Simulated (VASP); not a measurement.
## BN: single point with r2SCAN

BN:

```
CELL_PARAMETERS angstrom
2.53565 -0.04859 0.05068
-1.30990 2.11064 0.00354
0.13483 0.08871 6.55192
ATOMIC_POSITIONS crystal
B 0.34472 0.66424 0.23681
B 0.67587 0.33496 0.75452
N 0.36031 0.67596 0.75748
N 0.61910 0.32485 0.25119
```

This cell differs from its parent crystal: atoms moved at random and the cell strained at random.

```yaml
Program: VASP 6.6.1
Task: single point
Functional: r2SCAN
Potentials_or_basis: VASP PAW PBE potentials, release 64 (B, N)
Cutoff: 660 eV
k_mesh: 12 × 12 × 4
Occupations: gaussian, width 0.05 eV
Spin: no spin polarisation
Dipole_correction: no
Further_INCAR_settings: ALGO = Normal; EDIFF = 1e-06; NBANDS = 16
```

```json
{
 "Pressure": "13.0 GPa",
 "Largest force": "5.094 eV/Å",
 "Band gap on the k mesh": "3.61 eV (least direct gap 4.94 eV)"
}
```

Forces on the atoms (eV/Å):
```
B   -4.968 -0.235  1.098
B    0.982  1.626  0.185
N   -0.980 -1.631 -0.238
N    4.967  0.241 -1.045
```

Stress tensor (GPa, compression positive):
```
-3.73  6.54  1.92
 6.54 41.86  0.63
 1.92  0.63  0.83
```

Levels at points of the mesh, in eV from the valence-band top:
| k point | band 5 | band 6 | band 7 | band 8 | band 9 | band 10 | band 11 | band 12 |
| --- | --- | --- | --- | --- | --- | --- | --- | --- |
| (0.00, 0.00, 0.00) | -3.69 | -2.61 | -1.39 | 0.00 | 4.94 | 10.30 | 10.65 | 11.06 |
| (0.50, 0.00, 0.00) | -5.80 | -5.36 | -2.53 | -1.24 | 4.53 | 6.68 | 9.66 | 10.11 |
| (0.00, 0.50, 0.00) | -5.45 | -5.10 | -1.81 | -0.88 | 4.41 | 5.62 | 8.54 | 9.15 |
| (0.50, 0.50, 0.00) | -4.19 | -3.38 | -2.35 | -1.34 | 3.63 | 5.06 | 10.55 | 11.67 |
| (0.00, 0.00, 0.50) | -3.69 | -2.61 | -1.39 | 0.00 | 7.40 | 7.68 | 10.39 | 11.11 |
| (0.50, 0.00, 0.50) | -5.80 | -5.36 | -2.03 | -1.78 | 5.05 | 5.76 | 9.93 | 10.12 |
| (0.00, 0.50, 0.50) | -5.45 | -5.10 | -1.44 | -1.16 | 4.52 | 4.98 | 8.66 | 9.28 |
| (0.50, 0.50, 0.50) | -4.19 | -3.38 | -2.01 | -1.56 | 3.64 | 4.42 | 11.46 | 11.51 |

Run time: 15 min on 1 thread of Oxide Virtual Turin-like Processor, with other jobs on the host, peak memory 0.28 GiB.

Caveat: the cell differs from its parent crystal (atoms moved at random and the cell strained at random); the stress differs along the axes, from -4 to 42 GPa; the PAW data sets were made with another functional, which shifts forces and pressure a little. A k mesh can miss the band edges.
